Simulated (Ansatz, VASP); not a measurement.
# Two plane-wave programs on Ca4Au

```xyz
5
Lattice="5.5224 0.0000 0.0000 -2.7612 4.7826 0.0000 0.0000 0.0000 6.8294" Properties=species:S:1:pos:R:3 pbc="T T T"
Ca    0.0000    3.1884    5.2240
Ca    0.0000    3.1884    1.6054
Ca    2.7612    1.5942    1.6054
Ca    2.7612    1.5942    5.2240
Au    0.0000    0.0000    0.0000
```

Alike in both runs: functional PBE; k mesh 6 × 6 × 4; occupations gaussian, width 0.1 eV; no spin polarisation.

Ansatz relaxed the structure, and its values are those at the end. VASP's run is a single point on that final structure, the one shown.

|  | VASP | Ansatz |
| --- | --- | --- |
| version | VASP 6.6.1 | Ansatz 0.2.0 |
| potentials or method | VASP PAW PBE potentials, release 64 (Ca_sv, Au), cutoff 520 eV | scalar-relativistic, plane waves, PAW |
| valence electrons in the cell | 51 | 59 |

|  | VASP | Ansatz | Ansatz less VASP |
| --- | --- | --- | --- |
| gap on the k mesh at the Fermi level (eV) | none | none | - |
| pressure (GPa) | 0.3 | 0.3 | -0.03 |
| rms of the force components (eV/Å) | 0.007 | 0.003 | -0.0038 |

A gap of «none» marks a metal or a gap that the smearing closes. VASP's potentials hold 51 valence electrons a cell and Ansatz's 59, so a difference there can come from the potentials and not from the codes.

Neither program's run includes spin-orbit coupling.
